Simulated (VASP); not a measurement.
**HfN: single point with PBE**

Crystal: HfN.

```
CELL_PARAMETERS angstrom
0.00000 2.45482 2.45482
2.45482 0.00000 2.45482
2.45482 2.45482 0.00000
ATOMIC_POSITIONS crystal
Hf 0.00000 0.00000 0.00000
N 0.25000 0.25000 0.25000
```

| Item | Value |
| --- | --- |
| Program | VASP 6.6.1 |
| Task | single point |
| Functional | PBE |
| Potentials or basis | VASP PAW PBE potentials, release 64 (Hf_pv, N) |
| Cutoff | 520 eV |
| k mesh | 8 × 8 × 8 |
| Occupations | methfessel-paxton, width 0.1 eV |
| Spin | non-collinear spin, zero start, spin-orbit coupling |
| Starting moments | [[0.0, 0.0, 0.0], [0.0, 0.0, 0.0]] μB |
| Dipole correction | no |
| Further INCAR settings | ALGO = Normal; EDIFF = 1e-06; NBANDS = 27 |

| Item | Value |
| --- | --- |
| Pressure | -0.6 GPa |
| Net moment | 0.00 μB per cell |
| Valence electrons inside the program's atomic spheres | Hf 8.61; N 3.76 |

Moments on the atoms (μB; x, y, z):
```
Hf  0.00 0.00 0.00
N   0.00 0.00 0.00
```

It took 3.5 min on 1 thread of Intel Xeon 8259CL, with other jobs on the host, peak memory 0.27 GiB.
